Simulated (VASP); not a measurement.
# SiC7 (P3_1) in VASP: single point with PBE

Aim: the single point of SiC7 with PBE.

Program: VASP 6.6.1. These are calculated values, not measurements. Logs are shortened: lines on timing, memory, paths and dates and some standing lists are left out, and cuts for length are marked.

### 1 The cell of the first run

The structure is trigonal, space group P3_1 (No. 144). The conventional cell has a = 5.396 Å, b = 5.396 Å, c = 6.544 Å, α = 90.00°, β = 90.00°, γ = 120.00°. C (site symmetry 1) has 3 C at 1.59 Å and 1 Si at 1.80 Å within 2.1 Å. Within 2.1 Å of C (site symmetry 1) lie 4 C at 1.58 to 1.71 Å. Within 2.1 Å of C (site symmetry 1) lie 3 C at 1.57 to 1.60 Å and 1 Si at 1.79 Å. C (site symmetry 1) has 2 C at 1.54 to 1.56 Å and 2 Si at 1.78 to 1.80 Å within 2.1 Å. Within 2.1 Å of C (site symmetry 1) lie 4 C at 1.54 to 1.66 Å. Within 2.1 Å of C (site symmetry 1) lie 4 C at 1.57 to 1.67 Å. C (site symmetry 1) has 4 C at 1.56 to 1.71 Å within 2.1 Å. Si (site symmetry 1) has 4 C at 1.78 to 1.80 Å within 2.4 Å.

### 2 Single point, PBE

The input, INCAR:

```
PREC = Accurate
ENCUT = 520
EDIFF = 1E-7
ISMEAR = 0
SIGMA = 0.1
LREAL = Auto
LASPH = True
NELM = 100
ALGO = Normal
ISIF = 2
LWAVE = False
LCHARG = True
GGA = PE
LELF = True
LVHAR = True
ISYM = 0
NBANDS = 66
```

The input, KPOINTS:

```
Automatic mesh
0
Gamma
  3 3 2
  0 0 0.5
```

The input, POSCAR:

```
SiC7
1.0
   -3.8153635597     -3.8153521712      0.0000325136
   -0.0000108531      3.8153305107      3.8153358070
   -3.7780272365      3.7780483616     -3.7780428049
C Si
21 3
Direct
    0.5165471796      0.0317536343      1.0057567923
    0.0087563423      0.0064696078      0.9979375055
    0.8425072303      0.1885728755      0.6874154576
    0.3316499153      0.1592420350      0.6646045031
    0.6799998288      0.3254883722      0.3540820287
    0.1362431156      0.3188560222      0.3390890849
    0.5186588248      0.4822080125     -0.0273360503
   -0.0205780350      0.4879967161      1.0207480246
    0.8491387585      0.6514476652      0.6724218188
    0.2974843501      0.6493375158      0.6393301526
    0.6857851535      0.8705117355      0.3059974972
    0.1615284200      0.8363494446      0.3312719871
    0.3402169410      0.1659435698      0.9060633493
    0.8385589396      0.1794887384      0.9269698012
    0.6748617887      0.3294347712      0.5936349378
    0.1501741102      0.3252449903      0.5823468269
   -0.0114942575      0.4931336620      0.2603017880
    0.8427473873      0.6589916918      0.9156784809
    0.1596583441      0.8277781016      0.5727318411
    0.5090009822      0.0178203060      0.2490136208
    0.0020490864      0.0083349935      0.2393977537
    0.4998289877      0.4985978512      0.2464362389
    0.3327017431      0.6681659628      0.9131018730
    0.6693958656      0.8352942089      0.5797685419
```

Potentials or basis: VASP PAW PBE potentials, release 64 (C, Si).

The run is started by

```sh
> cat potpaw_PBE.64/C/POTCAR potpaw_PBE.64/Si/POTCAR > POTCAR
> mpirun -np 1 vasp_std > vasp.out
```

OUTCAR:

```text
PREC = Accurate
   ENCUT = 520
   EDIFF = 1E-7
   ISMEAR = 0
   LREAL = Auto
   LASPH = True
   NELM = 100
   ISIF = 2
   GGA = PE
   ISYM = 0

 ion  position               nearest neighbor table
   1  0.517  0.032  0.006-  14 1.59  20 1.59  13 1.59  23 1.80
   2  0.009  0.006  0.998-  21 1.58  13 1.66  14 1.67  18 1.71
   3  0.843  0.189  0.687-  14 1.57  15 1.57  16 1.60  24 1.79
   4  0.332  0.159  0.665-  13 1.58  19 1.66  15 1.67  16 1.71
   5  0.680  0.325  0.354-  15 1.57  17 1.57  20 1.60  22 1.79
   6  0.136  0.319  0.339-  17 1.59  16 1.59  21 1.59  22 1.80
[... 13 lines left out ...]
  20  0.509  0.018  0.249-  11 1.56   1 1.59   5 1.60  12 1.71
  21  0.002  0.008  0.239-  11 1.54   2 1.58   6 1.59  12 1.66
  22  0.500  0.499  0.246-  11 1.78   5 1.79   7 1.80   6 1.80  24 2.69  23 2.69
  23  0.333  0.668  0.913-   7 1.78   8 1.79  10 1.80   1 1.80  22 2.69  24 2.69
  24  0.669  0.835  0.580-  10 1.78   3 1.79  11 1.80   9 1.80  22 2.69  23 2.69

IMPORTANT INFORMATION: All symmetrisations will be switched off!
NOSYMM: (Re-)initialisation of all symmetry stuff for point group C_1.

----------------------------------------------------------------------------------------

                                     Primitive cell

  volume of cell :     164.9899

  direct lattice vectors                    reciprocal lattice vectors
    -3.815363560 -3.815352171  0.000032514    -0.174731901 -0.087365836  0.087365217
    -0.000010853  3.815330511  3.815335807    -0.087365577  0.087367327  0.174732673
    -3.778027236  3.778048362 -3.778042805    -0.088229465  0.088228977 -0.088229105

  length of vectors
     5.395730839  5.395695898  6.543756311     0.214001654  0.214003039  0.152817427

  position of ions in fractional coordinates (direct lattice)
     0.516547180  0.031753634  0.005756792
     0.008756342  0.006469608  0.997937505
     0.842507230  0.188572876  0.687415458
     0.331649915  0.159242035  0.664604503
     0.679999829  0.325488372  0.354082029
     0.136243116  0.318856022  0.339089085
[... 16 lines left out ...]
     0.332701743  0.668165963  0.913101873
     0.669395866  0.835294209  0.579768542

  ion indices of the primitive-cell ions
   primitive index   ion index
                 1           1
                 2           2
                 3           3
                 4           4
                 5           5
                 6           6
[... 16 lines left out ...]
                23          23
                24          24

----------------------------------------------------------------------------------------

 KPOINTS: Automatic mesh

Automatic generation of k-mesh.
 Grid dimensions read from file:
 generate k-points for:    3    3    2

 Generating k-lattice:

  Cartesian coordinates                     Fractional coordinates (reciprocal lattice)
    -0.058243967 -0.029121945  0.029121739     0.333333333  0.000000000 -0.000000000
    -0.029121859  0.029122442  0.058244224    -0.000000000  0.333333333  0.000000000
    -0.044114733  0.044114488 -0.044114553     0.000000000 -0.000000000  0.500000000

  Length of vectors
     0.071333885  0.071334346  0.076408713

  Shift w.r.t. Gamma in fractional coordinates (k-lattice)
     0.000000000  0.000000000  0.500000000

 Subroutine IBZKPT returns following result:
 ===========================================

 Found      9 irreducible k-points:

 Following reciprocal coordinates:
            Coordinates               Weight
 -0.000000  0.000000  0.250000      2.000000
  0.333333  0.000000  0.250000      2.000000
 -0.000000  0.333333  0.250000      2.000000
 -0.333333  0.333333  0.250000      2.000000
 -0.333333 -0.000000  0.250000      2.000000
  0.000000 -0.333333  0.250000      2.000000
  0.333333 -0.333333  0.250000      2.000000
  0.333333  0.333333  0.250000      2.000000
 -0.333333 -0.333333  0.250000      2.000000
   k-points           NKPTS =      9   k-points in BZ     NKDIM =      9   number of bands    NBANDS=     66
   number of dos      NEDOS =    301   number of ions     NIONS =     24
   total plane-waves  NPLWV =  80000
   dimension x,y,z NGX =    40 NGY =   40 NGZ =   50
   dimension x,y,z NGXF=    80 NGYF=   80 NGZF=  100
   ions per type =              21   3
   NGX,Y,Z   is equivalent  to a cutoff of  12.32, 12.32, 12.70 a.u.
   NGXF,Y,Z  is equivalent  to a cutoff of  24.65, 24.65, 25.41 a.u.
 SYSTEM =  unknown system
   PREC   = accura    normal or accurate (medium, high low for compatibility)
   ISTART =      0    job   : 0-new  1-cont  2-samecut
   ICHARG =      2    charge: 1-file 2-atom 10-const
   ISPIN  =      1    spin polarized calculation?
   LNONCOLLINEAR =      F non collinear calculations
   LSORBIT =      F    spin-orbit coupling
   LASPH  =      T    aspherical Exc in radial PAW
   ENCUT  =  520.0 eV  38.22 Ry    6.18 a.u.  10.03 10.03 12.17*2*pi/ulx,y,z
   NELM   =    100;   NELMIN=  2; NELMDL= -5     # of ELM steps
   EDIFF  = 0.1E-06   stopping-criterion for ELM
   LREAL  =      T    real-space projection
   EDIFFG = 0.1E-05   stopping-criterion for IOM
   NSW    =      0    number of steps for IOM
   IBRION =     -1    ionic relax: 0-MD 1-quasi-New 2-CG
   NFREE  =      0    steps in history (QN), initial steepest desc. (CG)
   ISIF   =      2    stress and relaxation
   ISYM   =      0    0-nonsym 1-usesym 2-fastsym
   POTIM  = 0.5000    time-step for ionic-motion
   TEBEG  =    0.0;   TEEND  =   0.0 temperature during run
   PSTRESS=    0.0 pullay stress
   NELECT =      96.0000    total number of electrons
   NUPDOWN=      -1.0000    fix difference up-down
   EMIN   =  10.00;   EMAX   =-10.00  energy-range for DOS
   EFERMI =   0.00;   METHOD = LEGACY
   ISMEAR =     0;   SIGMA  =   0.10  broadening in eV -4-tet -1-fermi 0-gaus
   EFERMI_NEDOS =   21; number of points for ismear=-14 and -15
   IALGO  =     38    algorithm
   IMIX   =      4    mixing-type and parameters
     AMIX     =   0.40;   BMIX     =  1.00
     AMIX_MAG =   1.60;   BMIX_MAG =  1.00
  volume/ion in A,a.u.               =       6.87        46.39
  Fermi-wavevector in a.u.,A,eV,Ry     =   1.366720  2.582726 25.414628  1.867922
  Thomas-Fermi vector in A             =   2.492835
   LORBIT       =      0    0 simple, 1 ext, 2 COOP (PROOUT), +10 PAW based schemes
   GGA     = PE    functional components
   LHFCALC =     F    Hartree Fock is set to
   AEXX    =    0.0000 exact exchange contribution
   IVDW    =     0    specifies the selected vdW correction
   LEPSILON=     F    determine dielectric tensor
   LRPA    =     F    only Hartree local field effects (RPA)
 non-spin polarized calculation
 Gauss-broadening in eV      SIGMA  =   0.10
  energy-cutoff  :      520.00
  volume of cell :      164.99
 maximum number of plane-waves:      4455
   NGX = 21   NGY = 21   NGZ = 25

 number of electron      96.0000000 magnetization

 Free energy of the ion-electron system (eV)
  ---------------------------------------------------
  ext. energy  EPLUGINS =         0.00000000
  ---------------------------------------------------
  free energy    TOTEN  =      -199.14322986 eV

  energy without entropy =     -199.14322986  energy(sigma->0) =     -199.14322986

 E-fermi :   9.7168     XC(G=0): -12.5736

 val. band max:        9.2495276967   @ k =  -0.0000   0.0000   0.2500
 cond. band min:      12.3253221034   @ k =  -0.3333   0.3333   0.2500
 fundamental gap:      3.0757944067
 Fermi energy:         9.7168048446

 k-point     1 :      -0.0000    0.0000    0.2500
  band No.  band energies     occupation
      1     -10.3102      2.00000
      2      -8.9772      2.00000
      3      -6.6205      2.00000
      4      -5.9636      2.00000
      5      -5.9308      2.00000
      6      -5.8122      2.00000
[... 52 lines left out ...]
     59      14.7186      0.00000
     60      14.8689      0.00000

 k-point     2 :       0.3333    0.0000    0.2500
  band No.  band energies     occupation
      1      -9.7603      2.00000
      2      -8.5334      2.00000
      3      -7.8605      2.00000
      4      -6.9026      2.00000
      5      -6.3489      2.00000
      6      -6.1792      2.00000
[... 52 lines left out ...]
     59      15.6192      0.00000
     60      15.9027      0.00000

 k-point     3 :      -0.0000    0.3333    0.2500
  band No.  band energies     occupation
      1      -9.7633      2.00000
      2      -8.4732      2.00000
      3      -7.9811      2.00000
      4      -6.7753      2.00000
      5      -6.3775      2.00000
      6      -6.1587      2.00000
[... 52 lines left out ...]
     59      15.8138      0.00000
     60      15.9025      0.00000

 k-point     4 :      -0.3333    0.3333    0.2500
  band No.  band energies     occupation
      1      -9.7603      2.00000
      2      -8.5334      2.00000
      3      -7.8604      2.00000
      4      -6.9026      2.00000
      5      -6.3489      2.00000
      6      -6.1793      2.00000
[... 52 lines left out ...]
     59      15.6193      0.00000
     60      15.9028      0.00000

 k-point     5 :      -0.3333   -0.0000    0.2500
  band No.  band energies     occupation
      1      -9.7633      2.00000
      2      -8.4732      2.00000
      3      -7.9812      2.00000
      4      -6.7753      2.00000
      5      -6.3775      2.00000
      6      -6.1586      2.00000
[... 52 lines left out ...]
     59      15.8137      0.00000
     60      15.9025      0.00000

 k-point     6 :       0.0000   -0.3333    0.2500
  band No.  band energies     occupation
      1      -9.7603      2.00000
      2      -8.5334      2.00000
      3      -7.8604      2.00000
      4      -6.9026      2.00000
      5      -6.3489      2.00000
      6      -6.1792      2.00000
[... 52 lines left out ...]
     59      15.6193      0.00000
     60      15.9028      0.00000

 k-point     7 :       0.3333   -0.3333    0.2500
  band No.  band energies     occupation
      1      -9.7633      2.00000
      2      -8.4732      2.00000
      3      -7.9811      2.00000
      4      -6.7753      2.00000
      5      -6.3776      2.00000
      6      -6.1587      2.00000
[... 52 lines left out ...]
     59      15.8138      0.00000
     60      15.9026      0.00000

 k-point     8 :       0.3333    0.3333    0.2500
  band No.  band energies     occupation
      1      -9.0373      2.00000
      2      -8.6044      2.00000
      3      -8.1821      2.00000
      4      -7.3403      2.00000
      5      -7.2557      2.00000
      6      -6.6069      2.00000
[... 52 lines left out ...]
     59      16.1272      0.00000
     60      16.4165      0.00000

 k-point     9 :      -0.3333   -0.3333    0.2500
  band No.  band energies     occupation
      1      -9.0514      2.00000
      2      -8.6144      2.00000
      3      -8.0093      2.00000
      4      -7.6649      2.00000
      5      -7.1587      2.00000
      6      -6.5198      2.00000
[... 52 lines left out ...]
     59      15.9873      0.00000
     60      16.5301      0.00000
 [bands above 60 left out]

------------------------ aborting loop because EDIFF is reached ----------------------------------------

  FORCE on cell =-STRESS in cart. coord.  units (eV):
  Direction    XX          YY          ZZ          XY          YZ          ZX
  --------------------------------------------------------------------------------------
  -------------------------------------------------------------------------------------
  Total        0.1774582      0.1657963      0.1781251      0.0006024      0.0021119     -0.0080339
  in kB        1.7232538      1.6100074      1.7297296      0.0058501      0.0205082     -0.0780156
  external PRESSURE =       1.6876636 kB  Pullay stress =       0.0000000 kB

 VOLUME and BASIS-vectors are now :
 -----------------------------------------------------------------------------
  energy-cutoff  :      520.00
  volume of cell :      164.99
      direct lattice vectors                 reciprocal lattice vectors
    -3.815363560 -3.815352171  0.000032514    -0.174731901 -0.087365836  0.087365217
    -0.000010853  3.815330511  3.815335807    -0.087365577  0.087367327  0.174732673
    -3.778027236  3.778048362 -3.778042805    -0.088229465  0.088228977 -0.088229105

 POSITION                                       TOTAL-FORCE (eV/Angst)
 -----------------------------------------------------------------------------------
     -1.99256     -1.82791      0.09942         0.017028     -0.010907     -0.002609
     -3.80364      3.76153     -3.74557         0.004674     -0.015135      0.009038
     -5.81155      0.10209     -1.87759         0.005319     -0.015140     -0.016276
     -3.77626      1.85311     -1.90333         0.001902     -0.000030      0.011135
     -3.93218     -0.01485     -0.09587         0.014608      0.003170      0.011830
     -1.80091      1.97782     -0.06455        -0.005895     -0.009334      0.003245
[... 16 lines left out ...]
     -4.71911      4.72964     -0.90045         0.000185     -0.001877     -0.003844
     -4.74438      2.82334      0.99656         0.002965      0.003077     -0.000911
 -----------------------------------------------------------------------------------
    total drift:                                0.011423     -0.021451      0.028067

  FREE ENERGIE OF THE ION-ELECTRON SYSTEM (eV)
  ---------------------------------------------------
  free  energy   TOTEN  =      -199.1432298572 eV

  energy  without entropy=     -199.1432298572  energy(sigma->0) =     -199.14322986
```

It took 5.7 min on 1 thread of Intel Xeon Platinum 8259CL at 2.50GHz (Skylake/Cascade Lake), shared host; peak memory 0.28 GiB.

Results:

| Quantity | Value |
| --- | --- |
| Free energy | -199.1432 eV |
| Pressure | 0.2 GPa |
| Largest force | 0.031 eV/Å |
| Band gap on the k mesh | 3.08 eV (least direct gap 3.14 eV) |

Forces on the atoms (eV/Å):
```
C    0.017 -0.011 -0.003
C    0.005 -0.015  0.009
C    0.005 -0.015 -0.016
C    0.002  0.000  0.011
C    0.015  0.003  0.012
C   -0.006 -0.009  0.003
C   -0.003  0.029 -0.003
C   -0.022 -0.009  0.012
C    0.013  0.007  0.015
C   -0.029  0.009 -0.004
C    0.004 -0.004 -0.029
C    0.010 -0.006  0.005
C    0.008  0.002 -0.013
C   -0.003 -0.008 -0.008
C    0.010  0.007  0.001
C   -0.007 -0.009 -0.011
C   -0.003  0.008  0.007
C   -0.012  0.007  0.008
C   -0.002  0.012  0.011
C    0.009  0.016 -0.007
C   -0.014 -0.009  0.006
Si   0.000 -0.004 -0.001
Si   0.000 -0.002 -0.004
Si   0.003  0.003 -0.001
```

Caveat: the k points lie up to 0.48 Å⁻¹ apart; a shifted mesh leaves out Γ, where band edges can lie. A k mesh can miss the band edges.
